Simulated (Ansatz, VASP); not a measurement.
Two plane-wave programs on Ge3Cl

```
CELL_PARAMETERS angstrom
7.69487 0.00000 0.00000
-3.84743 6.66395 0.00000
0.00000 0.00000 3.69035
ATOMIC_POSITIONS crystal
Ge 0.28953 0.14477 0.75000
Ge 0.85523 0.14477 0.75000
Ge 0.85523 0.71047 0.75000
Ge 0.71047 0.85523 0.25000
Ge 0.14477 0.85523 0.25000
Ge 0.14477 0.28953 0.25000
Cl 0.66667 0.33333 0.25000
Cl 0.33333 0.66667 0.75000
```

Change from the starting cell: species swapped into the Ca3Eu type (P6_3/mmc, No. 194).

Alike in both runs: functional PBE; k mesh 6 × 6 × 8; occupations gaussian, width 0.1 eV; no spin polarisation.

Ansatz relaxed the structure, and its values are those at the end. VASP's run is a single point on that final structure, the one shown.

|  | VASP | Ansatz |
| --- | --- | --- |
| version | VASP 6.6.1 | Ansatz 0.2.0 |
| potentials or method | VASP PAW PBE potentials, release 64 (Ge_d, Cl), cutoff 520 eV | scalar-relativistic, plane waves, PAW |
| valence electrons in the cell | 98 | 98 |

|  | VASP | Ansatz | Ansatz less VASP |
| --- | --- | --- | --- |
| gap on the k mesh at the Fermi level (eV) | none | none | - |
| pressure (GPa) | 0.0 | 0.0 | +0.02 |
| rms of the force components (eV/Å) | 0.003 | 0.000 | -0.0030 |

A gap of «none» marks a metal or a gap that the smearing closes.
